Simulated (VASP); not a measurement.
# AlRu (Pm-3m) in VASP: further runs

The runs below take AlRu through single point, with PBEsol, PBE.

All numbers are computed with VASP 6.6.1; they aren't measurements. Logs are shortened: lines on timing, memory, paths and dates and some standing lists are left out, and cuts for length are marked.

## 1. The cell of the first run

The structure is cubic, space group Pm-3m (No. 221). Conventional cell: a = 2.992 Å, b = 2.992 Å, c = 2.992 Å, α = 90.00°, β = 90.00°, γ = 90.00°. Al (site symmetry m-3m) has 8 Ru at 2.59 Å and 6 Al at 2.99 Å within 3.4 Å. Within 3.4 Å of Ru (site symmetry m-3m) lie 8 Al at 2.59 Å and 6 Ru at 2.99 Å.

## 2. Single point, PBEsol

INCAR reads:

```
  ALGO = Normal
  EDIFF = 1E-7
  ENCUT = 520
  GGA = PS
  ISIF = 2
  ISMEAR = -1
  LASPH = True
  LCHARG = False
  LREAL = False
  LWAVE = False
  NBANDS = 16
  NELM = 100
  PREC = Accurate
  SIGMA = 0.08
```

KPOINTS reads:

```
k-points
0
Gamma
  14 14 14
```

POSCAR reads:

```
AlRu
1.0
    2.9916000000      0.0000000000      0.0000000000
    0.0000000000      2.9916000000      0.0000000000
    0.0000000000      0.0000000000      2.9916000000
Al Ru
1 1
Direct
    0.0000000000      0.0000000000      0.0000000000
    0.5000000000      0.5000000000      0.5000000000
```

Potentials or basis: VASP PAW PBE potentials, release 64 (Al, Ru_pv).

Run with:

```bash
$ cat potpaw_PBE.64/Al/POTCAR potpaw_PBE.64/Ru_pv/POTCAR > POTCAR
$ mpirun -np 1 vasp_std > vasp.out
```

OUTCAR:

```text
EDIFF = 1E-7
   ENCUT = 520
   GGA = PS
   ISIF = 2
   ISMEAR = -1
   LASPH = True
   LREAL = False
   NELM = 100
   PREC = Accurate

 ion  position               nearest neighbor table
   1  0.000  0.000  0.000-   2 2.59   2 2.59   2 2.59   2 2.59   2 2.59   2 2.59   2 2.59   2 2.59

   2  0.500  0.500  0.500-   1 2.59   1 2.59   1 2.59   1 2.59   1 2.59   1 2.59   1 2.59   1 2.59

  LATTYP: Found a simple cubic cell.
 ALAT       =     2.9916000000

  Lattice vectors:

 A1 = (   2.9916000000,   0.0000000000,   0.0000000000)
 A2 = (   0.0000000000,   2.9916000000,   0.0000000000)
 A3 = (   0.0000000000,   0.0000000000,   2.9916000000)

Analysis of symmetry for initial positions (statically):
=====================================================================
 Subroutine PRICEL returns:
 Original cell was already a primitive cell.

 Routine SETGRP: Setting up the symmetry group for a
 simple cubic supercell.

 Subroutine GETGRP returns: Found 48 space group operations
 (whereof 48 operations were pure point group operations)
 out of a pool of 48 trial point group operations.

The static configuration has the point symmetry O_h .

Analysis of symmetry for dynamics (positions and initial velocities):
=====================================================================
 Subroutine PRICEL returns:
 Original cell was already a primitive cell.

 Routine SETGRP: Setting up the symmetry group for a
 simple cubic supercell.

 Subroutine GETGRP returns: Found 48 space group operations
 (whereof 48 operations were pure point group operations)
 out of a pool of 48 trial point group operations.

The dynamic configuration has the point symmetry O_h .

 Subroutine INISYM returns: Found 48 space group operations
 (whereof 48 operations are pure point group operations),
 and found     1 'primitive' translations

----------------------------------------------------------------------------------------

                                     Primitive cell

  volume of cell :      26.7738

  direct lattice vectors                    reciprocal lattice vectors
     2.991600000  0.000000000  0.000000000     0.334269287  0.000000000  0.000000000
     0.000000000  2.991600000  0.000000000     0.000000000  0.334269287  0.000000000
     0.000000000  0.000000000  2.991600000     0.000000000  0.000000000  0.334269287

  length of vectors
     2.991600000  2.991600000  2.991600000     0.334269287  0.334269287  0.334269287

  position of ions in fractional coordinates (direct lattice)
     0.000000000  0.000000000  0.000000000
     0.500000000  0.500000000  0.500000000

  ion indices of the primitive-cell ions
   primitive index   ion index
                 1           1
                 2           2

----------------------------------------------------------------------------------------

 KPOINTS: k-points

Automatic generation of k-mesh.
 Grid dimensions read from file:
 generate k-points for:   14   14   14

 Generating k-lattice:

  Cartesian coordinates                     Fractional coordinates (reciprocal lattice)
     0.023876378  0.000000000  0.000000000     0.071428571  0.000000000  0.000000000
     0.000000000  0.023876378  0.000000000     0.000000000  0.071428571  0.000000000
     0.000000000  0.000000000  0.023876378     0.000000000  0.000000000  0.071428571

  Length of vectors
     0.023876378  0.023876378  0.023876378

  Shift w.r.t. Gamma in fractional coordinates (k-lattice)
     0.000000000  0.000000000  0.000000000

 Subroutine IBZKPT returns following result:
 ===========================================

 Found    120 irreducible k-points:

 Following reciprocal coordinates:
            Coordinates               Weight
  0.000000  0.000000  0.000000      1.000000
  0.071429  0.000000  0.000000      6.000000
  0.142857  0.000000  0.000000      6.000000
  0.214286  0.000000  0.000000      6.000000
  0.285714  0.000000  0.000000      6.000000
  0.357143  0.000000  0.000000      6.000000
[... 16 lines left out ...]
  0.285714  0.214286  0.000000     24.000000
  0.357143  0.214286  0.000000     24.000000
 [... further k-points ...]
   k-points           NKPTS =    120   k-points in BZ     NKDIM =    120   number of bands    NBANDS=     16
   number of dos      NEDOS =    301   number of ions     NIONS =      2
   total plane-waves  NPLWV =  13824
   dimension x,y,z NGX =    24 NGY =   24 NGZ =   24
   dimension x,y,z NGXF=    48 NGYF=   48 NGZF=   48
   ions per type =               1   1
   NGX,Y,Z   is equivalent  to a cutoff of  13.34, 13.34, 13.34 a.u.
   NGXF,Y,Z  is equivalent  to a cutoff of  26.67, 26.67, 26.67 a.u.
 SYSTEM =  unknown system
   PREC   = accura    normal or accurate (medium, high low for compatibility)
   ISTART =      0    job   : 0-new  1-cont  2-samecut
   ICHARG =      2    charge: 1-file 2-atom 10-const
   ISPIN  =      1    spin polarized calculation?
   LNONCOLLINEAR =      F non collinear calculations
   LSORBIT =      F    spin-orbit coupling
   LASPH  =      T    aspherical Exc in radial PAW
   ENCUT  =  520.0 eV  38.22 Ry    6.18 a.u.   5.56  5.56  5.56*2*pi/ulx,y,z
   NELM   =    100;   NELMIN=  2; NELMDL= -5     # of ELM steps
   EDIFF  = 0.1E-06   stopping-criterion for ELM
   LREAL  =      F    real-space projection
   EDIFFG = 0.1E-05   stopping-criterion for IOM
   NSW    =      0    number of steps for IOM
   IBRION =     -1    ionic relax: 0-MD 1-quasi-New 2-CG
   NFREE  =      0    steps in history (QN), initial steepest desc. (CG)
   ISIF   =      2    stress and relaxation
   ISYM   =      2    0-nonsym 1-usesym 2-fastsym
   POTIM  = 0.5000    time-step for ionic-motion
   TEBEG  =    0.0;   TEEND  =   0.0 temperature during run
   PSTRESS=    0.0 pullay stress
   NELECT =      17.0000    total number of electrons
   NUPDOWN=      -1.0000    fix difference up-down
   EMIN   =  10.00;   EMAX   =-10.00  energy-range for DOS
   EFERMI =   0.00;   METHOD = LEGACY
   ISMEAR =    -1;   SIGMA  =   0.08  broadening in eV -4-tet -1-fermi 0-gaus
   EFERMI_NEDOS =   21; number of points for ismear=-14 and -15
   IALGO  =     38    algorithm
   IMIX   =      4    mixing-type and parameters
     AMIX     =   0.40;   BMIX     =  1.00
     AMIX_MAG =   1.60;   BMIX_MAG =  1.00
  volume/ion in A,a.u.               =      13.39        90.34
  Fermi-wavevector in a.u.,A,eV,Ry     =   1.407087  2.659009 26.938090  1.979894
  Thomas-Fermi vector in A             =   2.529382
   LORBIT       =      0    0 simple, 1 ext, 2 COOP (PROOUT), +10 PAW based schemes
   GGA     = PS    functional components
   LHFCALC =     F    Hartree Fock is set to
   AEXX    =    0.0000 exact exchange contribution
   IVDW    =     0    specifies the selected vdW correction
   LEPSILON=     F    determine dielectric tensor
   LRPA    =     F    only Hartree local field effects (RPA)
 non-spin polarized calculation
  energy-cutoff  :      520.00
  volume of cell :       26.77
 maximum number of plane-waves:       739
 NGX is ok and might be reduce to    24
   NGX = 11   NGY = 11   NGZ = 11

 number of electron      16.9999995 magnetization

 Free energy of the ion-electron system (eV)
  ---------------------------------------------------
  ext. energy  EPLUGINS =         0.00000000
  ---------------------------------------------------
  free energy    TOTEN  =       -15.52894732 eV

  energy without entropy =      -15.49282396  energy(sigma->0) =      -15.51088564

 E-fermi :  10.6046     XC(G=0): -12.6870

 val. band max:       10.5833274613   @ k =   0.0714   0.0714   0.0714
 cond. band min:      10.6064841329   @ k =   0.1429   0.0714   0.0714
 fundamental gap:      0.0231566716
 Fermi energy:        10.6045886367

 k-point     1 :       0.0000    0.0000    0.0000
  band No.  band energies     occupation
      1     -31.1125      2.00000
      2     -31.1125      2.00000
      3     -31.1125      2.00000
      4       0.9130      2.00000
      5       7.0076      2.00000
      6       7.0076      2.00000
[... 8 lines left out ...]
     15      22.5989      0.00000
     16      25.6743      0.00000

 k-point     2 :       0.0714    0.0000    0.0000
  band No.  band energies     occupation
      1     -31.1230      2.00000
      2     -31.1116      2.00000
      3     -31.1116      2.00000
      4       1.0113      2.00000
      5       7.0421      2.00000
      6       7.0424      2.00000
[... 8 lines left out ...]
     15      22.5997      0.00000
     16      25.9828      0.00000

 k-point     3 :       0.1429    0.0000    0.0000
  band No.  band energies     occupation
      1     -31.1526      2.00000
      2     -31.1091      2.00000
      3     -31.1091      2.00000
      4       1.3016      2.00000
      5       7.1189      2.00000
      6       7.1411      2.00000
[... 8 lines left out ...]
     15      22.6780      0.00000
     16      26.9583      0.00000

 k-point     4 :       0.2143    0.0000    0.0000
  band No.  band energies     occupation
      1     -31.1951      2.00000
      2     -31.1055      2.00000
      3     -31.1055      2.00000
      4       1.7708      2.00000
      5       7.1493      2.00000
      6       7.2908      2.00000
[... 8 lines left out ...]
     15      23.2025      0.00000
     16      27.7225      0.00000

 k-point     5 :       0.2857    0.0000    0.0000
  band No.  band energies     occupation
      1     -31.2419      2.00000
      2     -31.1015      2.00000
      3     -31.1015      2.00000
      4       2.3981      2.00000
      5       6.9939      2.00000
      6       7.4673      2.00000
[... 8 lines left out ...]
     15      23.5500      0.00000
     16      26.4092      0.00000

 k-point     6 :       0.3571    0.0000    0.0000
  band No.  band energies     occupation
      1     -31.2839      2.00000
      2     -31.0979      2.00000
      3     -31.0979      2.00000
      4       3.1558      2.00000
      5       6.5420      2.00000
      6       7.6371      2.00000
[... 8 lines left out ...]
     15      23.7594      0.00000
     16      25.1348      0.00000

 k-point     7 :       0.4286    0.0000    0.0000
  band No.  band energies     occupation
      1     -31.3128      2.00000
      2     -31.0954      2.00000
      3     -31.0954      2.00000
      4       4.0035      2.00000
      5       5.8245      2.00000
      6       7.7617      2.00000
[... 8 lines left out ...]
     15      23.8529      0.00000
     16      23.9887      0.00000

 k-point     8 :       0.5000    0.0000    0.0000
  band No.  band energies     occupation
      1     -31.3231      2.00000
      2     -31.0945      2.00000
      3     -31.0945      2.00000
      4       4.7352      2.00000
      5       5.1231      2.00000
      6       7.8077      2.00000
[... 8 lines left out ...]
     15      23.3579      0.00000
     16      23.3579      0.00000

 k-point     9 :       0.0714    0.0714    0.0000
  band No.  band energies     occupation
      1     -31.1226      2.00000
      2     -31.1217      2.00000
      3     -31.1107      2.00000
      4       1.1088      2.00000
      5       7.0751      2.00000
      6       7.0804      2.00000
[... 8 lines left out ...]
     15      22.5999      0.00000
     16      26.2630      0.00000
[... 172 lines left out ...]
 k-point    19 :       0.3571    0.1429    0.0000
  band No.  band energies     occupation
      1     -31.2792      2.00000
      2     -31.1366      2.00000
      3     -31.0945      2.00000
      4       3.4500      2.00000
      5       6.6161      2.00000
      6       7.8114      2.00000
[... 8 lines left out ...]
     15      23.7091      0.00000
     16      24.9752      0.00000

 k-point    20 :       0.4286    0.1429    0.0000
  band No.  band energies     occupation
      1     -31.3078      2.00000
      2     -31.1339      2.00000
      3     -31.0920      2.00000
      4       4.2529      2.00000
      5       5.9126      2.00000
      6       7.9606      2.00000
[... 8 lines left out ...]
     15      22.6074      0.00000
     16      23.8346      0.00000

 k-point    21 :       0.5000    0.1429    0.0000
  band No.  band energies     occupation
      1     -31.3180      2.00000
      2     -31.1329      2.00000
      3     -31.0911      2.00000
      4       5.0373      2.00000
      5       5.1538      2.00000
      6       8.0215      2.00000
[... 8 lines left out ...]
     15      22.6026      0.00000
     16      22.9172      0.00000

 k-point    22 :       0.2143    0.2143    0.0000
  band No.  band energies     occupation
      1     -31.1891      2.00000
      2     -31.1844      2.00000
      3     -31.0985      2.00000
      4       2.5561      2.00000
      5       7.2848      2.00000
      6       7.6427      2.00000
[... 8 lines left out ...]
     15      25.1981      0.00000
     16      25.3594      0.00000

 k-point    23 :       0.2857    0.2143    0.0000
  band No.  band energies     occupation
      1     -31.2330      2.00000
      2     -31.1819      2.00000
      3     -31.0944      2.00000
      4       3.1149      2.00000
      5       7.0993      2.00000
      6       7.8425      2.00000
[... 8 lines left out ...]
     15      24.2515      0.00000
     16      25.8858      0.00000

 k-point    24 :       0.3571    0.2143    0.0000
  band No.  band energies     occupation
      1     -31.2742      2.00000
      2     -31.1776      2.00000
      3     -31.0908      2.00000
      4       3.7685      2.00000
      5       6.6599      2.00000
      6       8.0339      2.00000
[... 8 lines left out ...]
     15      23.1437      0.00000
     16      24.9351      0.00000

 [... further k-points ...]

------------------------ aborting loop because EDIFF is reached ----------------------------------------

  FORCE on cell =-STRESS in cart. coord.  units (eV):
  Direction    XX          YY          ZZ          XY          YZ          ZX
  --------------------------------------------------------------------------------------
  -------------------------------------------------------------------------------------
  Total       -0.5173529     -0.5173529     -0.5173529     -0.0000000     -0.0000000      0.0000000
  in kB      -30.9590006    -30.9590006    -30.9590006     -0.0000000     -0.0000000      0.0000000
  external PRESSURE =     -30.9590006 kB  Pullay stress =       0.0000000 kB

 VOLUME and BASIS-vectors are now :
 -----------------------------------------------------------------------------
  energy-cutoff  :      520.00
  volume of cell :       26.77
      direct lattice vectors                 reciprocal lattice vectors
     2.991600000  0.000000000  0.000000000     0.334269287  0.000000000  0.000000000
     0.000000000  2.991600000  0.000000000     0.000000000  0.334269287  0.000000000
     0.000000000  0.000000000  2.991600000     0.000000000  0.000000000  0.334269287

 POSITION                                       TOTAL-FORCE (eV/Angst)
 -----------------------------------------------------------------------------------
      0.00000      0.00000      0.00000         0.000000      0.000000      0.000000
      1.49580      1.49580      1.49580         0.000000      0.000000      0.000000
 -----------------------------------------------------------------------------------
    total drift:                                0.000000     -0.000000     -0.000000

  FREE ENERGIE OF THE ION-ELECTRON SYSTEM (eV)
  ---------------------------------------------------
  free  energy   TOTEN  =       -15.5289473226 eV

  energy  without entropy=      -15.4928239630  energy(sigma->0) =      -15.51088564
```

Wall time 23 s (1 thread of Intel Xeon Platinum 8259CL at 2.50GHz (Skylake/Cascade Lake), shared host); peak memory 0.17 GiB.

Results:

```
Free energy : -15.5289 eV
Pressure    : -3.1 GPa
```

Levels at points of the mesh, in eV from the Fermi level:
```tsv
k point	band 5	band 6	band 7	band 8	band 9	band 10	band 11	band 12	band 13	band 14
(0.00, 0.00, 0.00)	-3.60	-3.60	0.18	0.18	0.18	6.06	6.06	6.06	10.99	10.99
(0.50, 0.00, 0.00)	-5.48	-2.80	-1.61	-1.61	0.44	2.28	7.44	10.99	10.99	12.00
(0.50, 0.50, 0.00)	-3.10	-1.38	-1.38	-1.17	-1.17	1.52	5.27	6.27	10.59	12.00
(0.50, 0.50, 0.50)	-4.64	-4.64	1.62	1.62	2.59	4.09	4.09	4.09	8.57	8.57
```

Caveat: the PAW data sets were made with another functional, which shifts forces and pressure a little.

## 3. Single point, PBE, non-collinear spin, zero start, spin-orbit coupling

INCAR reads:

```
SYSTEM = AlRu
PREC = Accurate ; ENCUT = 520
EDIFF = 1E-6 ; ISMEAR = -1
SIGMA = 0.08 ; LREAL = .FALSE.
LASPH = .TRUE. ; NELM = 150
ALGO = Normal ; ISIF = 2
LWAVE = .FALSE. ; LCHARG = .TRUE.
MAGMOM = 0 0 0 0 0 0 ; LORBIT = 11
LSORBIT = .TRUE. ; GGA_COMPAT = .FALSE.
LORBMOM = .TRUE. ; LMAXMIX = 4
GGA = PE ; LVHAR = .TRUE.
NBANDS = 29
```

KPOINTS reads:

```
Automatic mesh
0
G
  14 14 14
  0 0 0
```

POSCAR is that of step 2.

Potentials or basis: VASP PAW PBE potentials, release 64 (Al, Ru_pv).

Run with:

```bash
$ cat potpaw_PBE.64/Al/POTCAR potpaw_PBE.64/Ru_pv/POTCAR > POTCAR
$ mpirun -np 1 vasp_ncl > vasp.out
```

It took 95 s on 1 thread of Intel Xeon Platinum 8259CL at 2.50GHz (Skylake/Cascade Lake), shared host; peak memory 0.28 GiB.

The run converged. Its results:

| Quantity | Value |
| --- | --- |
| Free energy | -14.4031 eV |
| Pressure | 2.7 GPa |
| Net moment | 0.00 μB per cell |
| Valence electrons inside the program's atomic spheres | Al 0.81; Ru 12.79 |

Moments on the atoms (μB; x, y, z):
```
Al  0.00 0.00 0.00
Ru  0.00 0.00 0.00
```
